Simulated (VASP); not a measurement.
InPd, 2 atoms in the cell. Symmetry: Pm-3m, No. 221, cubic system. Conventional cell: a = 3.272 Å, b = 3.272 Å, c = 3.272 Å, α = 90.00°, β = 90.00°, γ = 90.00°. In (site symmetry m-3m) has 8 Pd at 2.83 Å and 6 In at 3.27 Å within 3.7 Å. Pd (site symmetry m-3m) has 8 In at 2.83 Å and 6 Pd at 3.27 Å within 3.7 Å. 

| Property | Result |
| --- | --- |
| Program | VASP 6.6.1 |
| Task | relaxation of cell and atoms |
| Functional | PBEsol |
| Dispersion | D4 |
| Potentials or basis | VASP PAW PBE potentials, release 64 (In_d, Pd) |
| Cutoff | 600 eV |
| k mesh | 8 × 8 × 8 |
| Occupations | fermi-dirac, width 0.05 eV |
| Spin | no spin polarisation |
| Dipole correction | no |
| Further INCAR settings | ALGO = Normal; EDIFF = 1e-07; IBRION = 2; EDIFFG = -0.02; NSW = 80; ISIF = 3 |

Potentials or basis: VASP PAW PBE potentials, release 64 (In_d, Pd).

Command:

```bash
$ cat potpaw_PBE.64/In_d/POTCAR potpaw_PBE.64/Pd/POTCAR > POTCAR
$ mpirun -np 1 vasp_std > vasp.out
```

Hardware: 1 thread of Intel Xeon 8259CL, with other jobs on the host.

How long does it take, and how much memory?

Wall time 73 s on 1 thread of Intel Xeon 8259CL, with other jobs on the host, peak memory 0.18 GiB. Counts: scf iterations 32, k points 35, ion steps 3.
